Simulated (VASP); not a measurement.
# AlN (P6_3/mmc) in VASP: a series of runs, part 2 of 2

VASP 6.6.1. Earlier steps stand in the parts before.

### 3 Single point, PBEsol

This run uses another cell than the first one, of 9.22 Å³/atom, 0.994 times its volume.

File INCAR:

```
SYSTEM = AlN
  PREC = Accurate
  ENCUT = 520
  EDIFF = 1E-6
  ISMEAR = 0
  SIGMA = 0.05
  LREAL = .FALSE.
  LASPH = .TRUE.
  NELM = 100
  ALGO = Normal
  ISIF = 2
  LWAVE = .FALSE.
  LCHARG = .FALSE.
  GGA = PS
  NBANDS = 16
```

File KPOINTS:

```
Automatic mesh
0
G
  9 9 6
  0 0 0
```

File POSCAR:

```
AlN
1.0
    3.2223000000      0.0000000000      0.0000000000
   -1.6111500000      2.7905936586      0.0000000000
    0.0000000000      0.0000000000      4.0998000000
Al N
2 2
Direct
    0.3333333333      0.6666666667      0.7500000000
    0.6666666667      0.3333333333      0.2500000000
    0.3333333333      0.6666666667      0.2500000000
    0.6666666667      0.3333333333      0.7500000000
```

Potentials or basis: VASP PAW PBE potentials, release 64 (Al, N).

Started as:

```bash
> cat potpaw_PBE.64/Al/POTCAR potpaw_PBE.64/N/POTCAR > POTCAR
> mpirun -np 1 vasp_std > vasp.out
```

Run time: 8.8 s. Hardware: 1 thread of Intel Xeon 6975P-C (Granite Rapids), shared host; peak memory 0.15 GiB.

Results (log left out):

```yaml
Free_energy: -30.8415 eV
Pressure: 14.7 GPa
Band_gap_on_the_k_mesh: 3.74 eV, direct
```

Stress tensor (GPa, compression positive):
```
16.82  0.00  0.00
 0.00 16.82  0.00
 0.00  0.00 10.32
```

Levels at points of the mesh, in eV from the valence-band top:
```tsv
k point	band 5	band 6	band 7	band 8	band 9	band 10	band 11	band 12
(0.00, 0.00, 0.00)	-3.51	-1.80	-1.80	0.00	3.74	4.97	8.57	8.57
(0.00, 0.00, 0.50)	-2.70	-2.70	-2.70	-2.70	6.03	6.03	8.71	8.71
```

Caveat: the PAW data sets were made with another functional, which shifts forces and pressure a little. Expect the measured gap to be larger: semilocal functionals such as PBEsol lack the derivative discontinuity.

### 4 Single point, PBEsol

This run uses another cell than the first one, of 9.16 Å³/atom, 0.988 times its volume.

File INCAR:

```
PREC = Accurate
ENCUT = 520
EDIFF = 1E-6
ISMEAR = 0
SIGMA = 0.05
LREAL = F
LASPH = T
NELM = 80
ALGO = Normal
ISIF = 2
LWAVE = F
LCHARG = F
GGA = PS
NBANDS = 16
```

File KPOINTS:

```
regular mesh
0
Gamma
  9 9 6
```

File POSCAR:

```
AlN
1.0
    3.2620000000      0.0000000000      0.0000000000
   -1.6310000000      2.8249748671      0.0000000000
    0.0000000000      0.0000000000      3.9756000000
Al N
2 2
Direct
    0.3333333333      0.6666666667      0.7500000000
    0.6666666667      0.3333333333      0.2500000000
    0.3333333333      0.6666666667      0.2500000000
    0.6666666667      0.3333333333      0.7500000000
```

Potentials or basis: VASP PAW PBE potentials, release 64 (Al, N).

Started as:

```bash
> cat potpaw_PBE.64/Al/POTCAR potpaw_PBE.64/N/POTCAR > POTCAR
> mpirun -np 1 vasp_std > vasp.out
```

OUTCAR:

```text
PREC = Accurate
   ENCUT = 520
   EDIFF = 1E-6
   ISMEAR = 0
   LREAL = F
   LASPH = T
   NELM = 80
   ISIF = 2
   GGA = PS

 ion  position               nearest neighbor table
   1  0.333  0.667  0.750-   4 1.88   4 1.88   4 1.88   3 1.99   3 1.99   2 2.74   2 2.74   2 2.74
                             2 2.74   2 2.74   2 2.74
   2  0.667  0.333  0.250-   3 1.88   3 1.88   3 1.88   4 1.99   4 1.99   1 2.74   1 2.74   1 2.74
                             1 2.74   1 2.74   1 2.74
   3  0.333  0.667  0.250-   2 1.88   2 1.88   2 1.88   1 1.99   1 1.99
   4  0.667  0.333  0.750-   1 1.88   1 1.88   1 1.88   2 1.99   2 1.99

  LATTYP: Found a hexagonal cell.
 ALAT       =     3.2620000000
 C/A-ratio  =     1.2187614960

  Lattice vectors:

 A1 = (   3.2620000000,   0.0000000000,   0.0000000000)
 A2 = (  -1.6310000000,   2.8249748671,   0.0000000000)
 A3 = (   0.0000000000,   0.0000000000,   3.9756000000)

Analysis of symmetry for initial positions (statically):
=====================================================================
 Subroutine PRICEL returns:
[... 180 lines left out ...]
 cond. band min:      12.5171211053   @ k =   0.0000   0.0000   0.0000
 fundamental gap:      3.8585125313
 Fermi energy:         8.9409328139

 k-point     1 :       0.0000    0.0000    0.0000
  band No.  band energies     occupation
      1      -8.6449      2.00000
      2      -4.3479      2.00000
      3       1.4568      2.00000
      4       5.1498      2.00000
      5       5.1498      2.00000
      6       7.0927      2.00000
[... 433 lines left out ...]
      3       1.6877      2.00000
      4       2.9454      2.00000
      5       2.9454      2.00000
      6       5.7800      2.00000
[... 8 lines left out ...]
     15      20.4308      0.00000
     16      22.8045      0.00000

 [... further k-points ...]

------------------------ aborting loop because EDIFF is reached ----------------------------------------

  FORCE on cell =-STRESS in cart. coord.  units (eV):
  Direction    XX          YY          ZZ          XY          YZ          ZX
  --------------------------------------------------------------------------------------
  -------------------------------------------------------------------------------------
  Total        3.0492737      3.0492737      4.5048410      0.0000000      0.0000000      0.0000000
  in kB      133.3539108    133.3539108    197.0102511      0.0000000      0.0000000      0.0000000
  external PRESSURE =     154.5726909 kB  Pullay stress =       0.0000000 kB

 VOLUME and BASIS-vectors are now :
 -----------------------------------------------------------------------------
  energy-cutoff  :      520.00
  volume of cell :       36.64
      direct lattice vectors                 reciprocal lattice vectors
     3.262000000  0.000000000  0.000000000     0.306560392  0.176992725  0.000000000
    -1.631000000  2.824974867  0.000000000     0.000000000  0.353985450  0.000000000
     0.000000000  0.000000000  3.975600000     0.000000000  0.000000000  0.251534360

 POSITION                                       TOTAL-FORCE (eV/Angst)
 -----------------------------------------------------------------------------------
     -0.00000      1.88332      2.98170        -0.000000     -0.000000      0.000000
      1.63100      0.94166      0.99390        -0.000000      0.000000      0.000000
     -0.00000      1.88332      0.99390         0.000000     -0.000000      0.000000
      1.63100      0.94166      2.98170         0.000000     -0.000000      0.000000
 -----------------------------------------------------------------------------------
    total drift:                               -0.000000      0.000000      0.000000

  FREE ENERGIE OF THE ION-ELECTRON SYSTEM (eV)
  ---------------------------------------------------
  free  energy   TOTEN  =       -30.8214920093 eV

  energy  without entropy=      -30.8214920093  energy(sigma->0) =      -30.82149201
```

Wall time 8.9 s (1 thread of Intel Xeon 6975P-C (Granite Rapids), shared host); peak memory 0.15 GiB.

Results:

```
Free energy            : -30.8215 eV
Pressure               : 15.5 GPa
Band gap on the k mesh : 3.86 eV, direct
```

Caveat: the PAW data sets were made with another functional, which shifts forces and pressure a little.

### 5 Summary

| cell | gap on the mesh (eV) | pressure (GPa) |
| --- | --- | --- |
| a = 3.282, b = 3.282, c = 3.976 Å, angles 90.0, 90.0, 120.0°, 4 atoms | 3.79 | 12.2 |
| a = 3.222, b = 3.222, c = 4.100 Å, angles 90.0, 90.0, 120.0°, 4 atoms | 3.74 | 14.7 |
| a = 3.262, b = 3.262, c = 3.976 Å, angles 90.0, 90.0, 120.0°, 4 atoms | 3.86 | 15.5 |

Alike in all rows: task single point; level PBEsol; potentials or basis VASP PAW PBE potentials, release 64 (Al, N); no spin polarisation; k mesh 9 × 9 × 6; cutoff (eV) 520; smearing gaussian 0.05 eV.

Caveats: the PAW data sets were made with another functional, which shifts forces and pressure a little.

Absolute energies hang on the potentials; compare differences alone.
